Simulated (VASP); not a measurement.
Here is a VASP 6.6.1 calculation.

The input INCAR:

```
SYSTEM = BP
PREC     = Accurate       ! precision mode
ENCUT    = 500            ! plane-wave cutoff, eV
EDIFF    = 1E-6           ! SCF threshold, eV
ISMEAR   = 0              ! smearing method
SIGMA    = 0.02           ! smearing width, eV
LREAL    = .False.        ! projectors in reciprocal space
LASPH    = .True.         ! aspherical terms in the spheres
NELM     = 120            ! most SCF steps
ALGO     = Normal         ! electronic algorithm
ISIF     = 2              ! what is computed and relaxed
LWAVE    = .False.        ! write WAVECAR
LCHARG   = .False.        ! write CHGCAR
GGA      = PE             ! functional
IVDW     = 12             ! dispersion correction
NBANDS   = 11             ! bands
GGA_COMPAT= .False.
```

The input KPOINTS:

```
regular mesh
0
Gamma
  10 10 10
  0 0 0
```

The input POSCAR:

```
BP
1.0
    0.0000000000      2.2537306624      2.2537306624
    2.2537306624      0.0000000000      2.2537306624
    2.2537306624      2.2537306624      0.0000000000
B P
1 1
Direct
    0.0000000000      0.0000000000      0.0000000000
    0.7500000000      0.7500000000      0.7500000000
```

Potentials or basis: VASP PAW PBE potentials, release 64 (B, P).

The run is started by

```bash
$ cat potpaw_PBE.64/B/POTCAR potpaw_PBE.64/P/POTCAR > POTCAR
$ mpirun -np 1 vasp_std > vasp.out
```

**Question.** What does it give for the dispersion energy per atom?

**Answer.** -0.330 eV.

**Question.** Predict the pressure.

**Answer.** -0.2 GPa.
